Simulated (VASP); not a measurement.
Eu, 1 atom in the cell. Symmetry: Im-3m, No. 229, cubic system. The conventional cell has a = 4.408 Å, b = 4.408 Å, c = 4.408 Å, α = 90.00°, β = 90.00°, γ = 90.00°. Eu (site symmetry m-3m) has 14 Eu at 3.82 to 4.41 Å within 5.0 Å. 

```yaml
Program: VASP 6.6.1
Task: relaxation of cell and atoms
Functional: PBE
Potentials_or_basis: VASP PAW PBE potentials, release 64 (Eu)
Cutoff: 600 eV
k_mesh: 12 × 12 × 12
Occupations: fermi-dirac, width 0.1 eV
Spin: collinear spin, ferromagnetic start
Starting_moments: "[7.0] μB"
Target_pressure: -0.41 GPa
Dipole_correction: no
Further_INCAR_settings: ALGO = Normal; EDIFF = 1e-06; IBRION = 2; EDIFFG = -0.005; NSW = 60; ISIF = 3
```

Potentials or basis: VASP PAW PBE potentials, release 64 (Eu).

The run is started by

```console
$ cat potpaw_PBE.64/Eu/POTCAR > POTCAR
$ mpirun -np 1 vasp_std > vasp.out
```

Hardware: 1 thread of Intel Xeon 8259CL (shared host).

Problem. Estimate the wall time of this run.

Solution. It took 42 min on 1 thread of Intel Xeon 8259CL, on a shared host, peak memory 0.25 GiB. Counts: scf iterations 132, k points 72, ion steps 19.
